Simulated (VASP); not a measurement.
# Sc (P6_3/mmc) in VASP: a series of runs

The runs below take Sc through single point, with PBEsol.

Everything below comes from runs of VASP 6.6.1. Logs are shortened: lines on timing, memory, paths and dates and some standing lists are left out, and cuts for length are marked.

## 1. The cell of the first run

It takes space group P6_3/mmc (No. 194, hexagonal). Conventional cell: a = 3.277 Å, b = 3.277 Å, c = 4.955 Å, α = 90.00°, β = 90.00°, γ = 120.00°. Within 4.1 Å of Sc (site symmetry -6m2) lie 12 Sc at 3.12 to 3.28 Å.

## 2. Single point, PBEsol

The input, INCAR:

```
PREC = Accurate ; ENCUT = 520
EDIFF = 1E-7 ; ISMEAR = 0
SIGMA = 0.15 ; LREAL = False
LASPH = True ; NELM = 60
ALGO = Normal ; ISIF = 2
LWAVE = False ; LCHARG = False
GGA = PS ; NBANDS = 18
```

The input, KPOINTS:

```
Automatic mesh
0
Gamma
  15 15 10
```

The input, POSCAR:

```
Sc
1.0
    3.2769240353      0.0000000000      0.0000000000
   -1.6384620176      2.8378994608      0.0000000000
    0.0000000000      0.0000000000      4.9553000000
Sc
2
Direct
    0.3333333333      0.6666666667      0.2500000000
    0.6666666667      0.3333333333      0.7500000000
```

Potentials or basis: VASP PAW PBE potentials, release 64 (Sc_sv).

Command:

```console
> cat potpaw_PBE.64/Sc_sv/POTCAR > POTCAR
> mpirun -np 1 vasp_std > vasp.out
```

OUTCAR:

```text
PREC = Accurate
   ENCUT = 520
   EDIFF = 1E-7
   ISMEAR = 0
   LREAL = False
   LASPH = True
   NELM = 60
   ISIF = 2
   GGA = PS

 ion  position               nearest neighbor table
   1  0.333  0.667  0.250-   2 3.12   2 3.12   2 3.12   2 3.12   2 3.12   2 3.12
   2  0.667  0.333  0.750-   1 3.12   1 3.12   1 3.12   1 3.12   1 3.12   1 3.12

  LATTYP: Found a hexagonal cell.
 ALAT       =     3.2769240353
 C/A-ratio  =     1.5121803089

  Lattice vectors:

 A1 = (   3.2769240353,   0.0000000000,   0.0000000000)
 A2 = (  -1.6384620176,   2.8378994608,   0.0000000000)
 A3 = (   0.0000000000,   0.0000000000,   4.9553000000)

Analysis of symmetry for initial positions (statically):
=====================================================================
 Subroutine PRICEL returns:
 Original cell was already a primitive cell.

 Routine SETGRP: Setting up the symmetry group for a
 hexagonal supercell.

 Subroutine GETGRP returns: Found 24 space group operations
 (whereof 12 operations were pure point group operations)
 out of a pool of 24 trial point group operations.

The static configuration has the point symmetry D_3d.
 The point group associated with its full space group is D_6h.

Analysis of symmetry for dynamics (positions and initial velocities):
=====================================================================
 Subroutine PRICEL returns:
 Original cell was already a primitive cell.

 Routine SETGRP: Setting up the symmetry group for a
 hexagonal supercell.

 Subroutine GETGRP returns: Found 24 space group operations
 (whereof 12 operations were pure point group operations)
 out of a pool of 24 trial point group operations.

The dynamic configuration has the point symmetry D_3d.
 The point group associated with its full space group is D_6h.

 Subroutine INISYM returns: Found 24 space group operations
 (whereof 12 operations are pure point group operations),
 and found     1 'primitive' translations

----------------------------------------------------------------------------------------

                                     Primitive cell

  volume of cell :      46.0822

  direct lattice vectors                    reciprocal lattice vectors
     3.276924035  0.000000000  0.000000000     0.305164230  0.176186650  0.000000000
    -1.638462018  2.837899461  0.000000000     0.000000000  0.352373301  0.000000000
[... 81 lines left out ...]
   LSORBIT =      F    spin-orbit coupling
   LASPH  =      T    aspherical Exc in radial PAW
   ENCUT  =  520.0 eV  38.22 Ry    6.18 a.u.   6.09  6.09  9.21*2*pi/ulx,y,z
   NELM   =     60;   NELMIN=  2; NELMDL= -5     # of ELM steps
   EDIFF  = 0.1E-06   stopping-criterion for ELM
   LREAL  =      F    real-space projection
   EDIFFG = 0.1E-05   stopping-criterion for IOM
   NSW    =      0    number of steps for IOM
   IBRION =     -1    ionic relax: 0-MD 1-quasi-New 2-CG
   NFREE  =      0    steps in history (QN), initial steepest desc. (CG)
   ISIF   =      2    stress and relaxation
   ISYM   =      2    0-nonsym 1-usesym 2-fastsym
   POTIM  = 0.5000    time-step for ionic-motion
   TEBEG  =    0.0;   TEEND  =   0.0 temperature during run
   PSTRESS=    0.0 pullay stress
   NELECT =      22.0000    total number of electrons
   NUPDOWN=      -1.0000    fix difference up-down
   EMIN   =  10.00;   EMAX   =-10.00  energy-range for DOS
   EFERMI =   0.00;   METHOD = LEGACY
   ISMEAR =     0;   SIGMA  =   0.15  broadening in eV -4-tet -1-fermi 0-gaus
   EFERMI_NEDOS =   21; number of points for ismear=-14 and -15
   IALGO  =     38    algorithm
   IMIX   =      4    mixing-type and parameters
     AMIX     =   0.40;   BMIX     =  1.00
     AMIX_MAG =   1.60;   BMIX_MAG =  1.00
  volume/ion in A,a.u.               =      23.04       155.49
  Fermi-wavevector in a.u.,A,eV,Ry     =   1.279493  2.417891 22.274133  1.637103
  Thomas-Fermi vector in A             =   2.411975
   LORBIT       =      0    0 simple, 1 ext, 2 COOP (PROOUT), +10 PAW based schemes
   GGA     = PS    functional components
   LHFCALC =     F    Hartree Fock is set to
   AEXX    =    0.0000 exact exchange contribution
   IVDW    =     0    specifies the selected vdW correction
   LEPSILON=     F    determine dielectric tensor
   LRPA    =     F    only Hartree local field effects (RPA)
 non-spin polarized calculation
 Gauss-broadening in eV      SIGMA  =   0.15
  energy-cutoff  :      520.00
  volume of cell :       46.08
 maximum number of plane-waves:      1257
   NGX = 13   NGY = 13   NGZ = 19

 number of electron      22.0000007 magnetization

 Free energy of the ion-electron system (eV)
  ---------------------------------------------------
  ext. energy  EPLUGINS =         0.00000000
  ---------------------------------------------------
  free energy    TOTEN  =       -13.22141944 eV

  energy without entropy =      -13.18064054  energy(sigma->0) =      -13.20102999

 E-fermi :   3.9616     XC(G=0): -10.2676

 val. band max:        3.9613557650   @ k =   0.2667   0.1333   0.2000
 cond. band min:       3.9619622770   @ k =   0.4000   0.0667   0.3000
 fundamental gap:      0.0006065120
 Fermi energy:         3.9616073246

 k-point     1 :       0.0000    0.0000    0.0000
  band No.  band energies     occupation
      1     -45.0642      2.00000
      2     -44.9568      2.00000
      3     -24.0680      2.00000
      4     -23.6287      2.00000
      5     -23.6287      2.00000
      6     -23.5320      2.00000
[... 481 lines left out ...]
      5     -23.7901      2.00000
      6     -23.7767      2.00000
[... 10 lines left out ...]
     17       8.0575      0.00000
     18       8.2871      0.00000

 [... further k-points ...]

------------------------ aborting loop because EDIFF is reached ----------------------------------------

  FORCE on cell =-STRESS in cart. coord.  units (eV):
  Direction    XX          YY          ZZ          XY          YZ          ZX
  --------------------------------------------------------------------------------------
  -------------------------------------------------------------------------------------
  Total        0.2436099      0.2436099      0.8515686      0.0000000      0.0000000     -0.0000000
  in kB        8.4697804      8.4697804     29.6071695      0.0000000      0.0000000     -0.0000000
  external PRESSURE =      15.5155768 kB  Pullay stress =       0.0000000 kB

 VOLUME and BASIS-vectors are now :
 -----------------------------------------------------------------------------
  energy-cutoff  :      520.00
  volume of cell :       46.08
      direct lattice vectors                 reciprocal lattice vectors
     3.276924035  0.000000000  0.000000000     0.305164230  0.176186650  0.000000000
    -1.638462018  2.837899461  0.000000000     0.000000000  0.352373301  0.000000000
     0.000000000  0.000000000  4.955300000     0.000000000  0.000000000  0.201804129

 POSITION                                       TOTAL-FORCE (eV/Angst)
 -----------------------------------------------------------------------------------
     -0.00000      1.89193      1.23883         0.000000     -0.000000      0.000000
      1.63846      0.94597      3.71647        -0.000000      0.000000      0.000000
 -----------------------------------------------------------------------------------
    total drift:                               -0.000000      0.000000     -0.000000

  FREE ENERGIE OF THE ION-ELECTRON SYSTEM (eV)
  ---------------------------------------------------
  free  energy   TOTEN  =       -13.2214194394 eV

  energy  without entropy=      -13.1806405362  energy(sigma->0) =      -13.20102999
```

Wall time 59 s (1 thread of Intel Xeon 6975P-C, shared host); peak memory 0.24 GiB.

Results:

* Free energy: -13.2214 eV
* Pressure: 1.6 GPa
* Band gap on the k mesh: zero (band 11 reaches 5.10 eV, above the bottom of band 12 at 3.35 eV)

Stress tensor (GPa, compression positive):
```
0.85 0.00 0.00
0.00 0.85 0.00
0.00 0.00 2.96
```

Caveat: the PAW data sets were made with another functional, which shifts forces and pressure a little.

## 3. Single point, PBEsol

This run uses another cell than the first one, of the same volume but with other edges.

The input, INCAR:

```
SYSTEM = Sc
ALGO = Fast ; EDIFF = 1E-7
ENCUT = 520 ; GGA = PS
ISIF = 2 ; ISMEAR = 0
LASPH = .True. ; LCHARG = .True.
LELF = .True. ; LREAL = .False.
LVHAR = .True. ; LWAVE = .False.
NBANDS = 18 ; NELM = 60
PREC = Accurate ; SIGMA = 0.15
```

The input, KPOINTS:

```
k-points
0
Gamma
  15 15 10
  0 0 0
```

The input, POSCAR:

```
Sc
1.0
    3.1950000000      0.0000000000      0.0000000000
   -1.5975000000      2.7669511651      0.0000000000
    0.0000000000      0.0000000000      5.2094000000
Sc
2
Direct
    0.3333333333      0.6666666667      0.2500000000
    0.6666666667      0.3333333333      0.7500000000
```

Potentials or basis: VASP PAW PBE potentials, release 64 (Sc_sv).

Command:

```console
> cat potpaw_PBE.64/Sc_sv/POTCAR > POTCAR
> mpirun -np 1 vasp_std > vasp.out
```

It took 1.7 min on 1 thread of Intel Xeon 6975P-C, shared host; peak memory 0.24 GiB.

It converged, with:

- Free energy: -13.2070 eV
- Pressure: 1.8 GPa
- Band gap on the k mesh: zero (band 11 reaches 4.82 eV, above the bottom of band 12 at 3.43 eV)

Stress tensor (GPa, compression positive):
```
 3.10  0.00  0.00
 0.00  3.10  0.00
 0.00  0.00 -0.83
```

Levels at points of the mesh, in eV from the Fermi level:
| k point | band 7 | band 8 | band 9 | band 10 | band 11 | band 12 | band 13 | band 14 | band 15 | band 16 |
| --- | --- | --- | --- | --- | --- | --- | --- | --- | --- | --- |
| (0.00, 0.00, 0.00) | -27.49 | -27.49 | -5.27 | -1.82 | 0.44 | 1.68 | 1.71 | 1.71 | 2.13 | 2.13 |
| (0.00, 0.00, 0.50) | -27.53 | -27.53 | -3.74 | -3.74 | 0.83 | 0.83 | 1.67 | 1.67 | 1.67 | 1.67 |

Caveat: the PAW data sets were made with another functional, which shifts forces and pressure a little.
